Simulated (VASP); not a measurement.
A run of VASP 6.6.1 is set up as follows.

File INCAR:

```
PREC = Accurate
ENCUT = 600
EDIFF = 1E-6
ISMEAR = 0
SIGMA = 0.02
LREAL = F
LASPH = T
NELM = 80
ALGO = Normal
ISIF = 4
LWAVE = F
LCHARG = F
GGA = PE
IBRION = 2
NSW = 50
EDIFFG = -0.01
```

KPOINTS

```
regular mesh
0
Gamma
  6 6 6
```

File POSCAR:

```
Al2O3
1.0
    2.3070563440      1.3319796013      4.1811103103
   -2.3070563440      1.3319796013      4.1811103103
    0.0000000000     -2.6639592025      4.1811103103
Al O
4 6
Direct
    0.3520169967      0.3520169967      0.3520169967
    0.1479830033      0.1479830033      0.1479830033
    0.6479830033      0.6479830033      0.6479830033
    0.8520169967      0.8520169967      0.8520169967
    0.5569608566      0.9430391434      0.2500000000
    0.2500000000      0.5569608566      0.9430391434
    0.9430391434      0.2500000000      0.5569608566
    0.4430391434      0.0569608566      0.7500000000
    0.7500000000      0.4430391434      0.0569608566
    0.0569608566      0.7500000000      0.4430391434
```

Potentials or basis: VASP PAW PBE potentials, release 64 (Al, O).

Run with:

```sh
$ cat potpaw_PBE.64/Al/POTCAR potpaw_PBE.64/O/POTCAR > POTCAR
$ mpirun -np 1 vasp_std > vasp.out
```

**Question.** Predict the band gap on the k mesh.

**Answer.** 7.44 eV.

Forces in eV/Å, atoms in the order of the input:
```
Al   0.000  0.000 -0.005
Al   0.000  0.000  0.005
Al   0.000  0.000  0.005
Al   0.000  0.000 -0.005
O    0.001  0.000  0.000
O   -0.001  0.001  0.000
O   -0.001 -0.001  0.000
O   -0.001  0.000  0.000
O    0.001 -0.001  0.000
O    0.001  0.001  0.000
```

A k mesh can miss the band edges.
